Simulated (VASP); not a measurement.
Write the native input for VASP 6.6.1 that does the following.

* Task: single point
* Functional: PBE
* Potentials or basis: VASP PAW PBE potentials, release 64 (Ba_sv, Zr_sv, O)
* Cutoff: 520 eV
* k mesh: 6 × 6 × 6
* Occupations: fermi-dirac, width 0.05 eV
* Spin: no spin polarisation
* Dipole correction: no
* Further INCAR settings: ALGO = Normal; EDIFF = 1e-06; NBANDS = 28

The structure of BaZrO3 lies in POSCAR:

```
BaZrO3
1.0
    4.1913400000      0.0000000000      0.0000000000
    0.0000000000      4.1913400000      0.0000000000
    0.0000000000      0.0000000000      4.1913400000
Ba Zr O
1 1 3
Direct
    0.0000000000      0.0000000000      0.0000000000
    0.5000000000      0.5000000000      0.5000000000
    0.5000000000      0.5000000000      0.0000000000
    0.5000000000      0.0000000000      0.5000000000
    0.0000000000      0.5000000000      0.5000000000
```

The input as run:

INCAR

```
PREC = Accurate
ENCUT = 520
EDIFF = 1E-6
ISMEAR = -1
SIGMA = 0.05
LREAL = F
LASPH = T
NELM = 60
ALGO = Normal
ISIF = 2
LWAVE = F
LCHARG = T
GGA = PE
LELF = T
LVHAR = T
NBANDS = 28
```

KPOINTS

```
regular mesh
0
Gamma
  6 6 6
```

Potentials or basis: VASP PAW PBE potentials, release 64 (Ba_sv, Zr_sv, O).

Run with:

```bash
$ cat potpaw_PBE.64/Ba_sv/POTCAR potpaw_PBE.64/Zr_sv/POTCAR potpaw_PBE.64/O/POTCAR > POTCAR
$ mpirun -np 1 vasp_std > vasp.out
```

Results of the run:

| Quantity | Value |
| --- | --- |
| Pressure | 5.1 GPa |
| Band gap on the k mesh | 3.19 eV, indirect (least direct gap 3.41 eV) |

Caveat: spin-orbit coupling is left out, which moves the levels of the heavy elements.

It took 19 s on 1 thread of Intel(R) Xeon(R) Platinum 8559C (Emerald Rapids), on a shared host, peak memory 0.19 GiB.
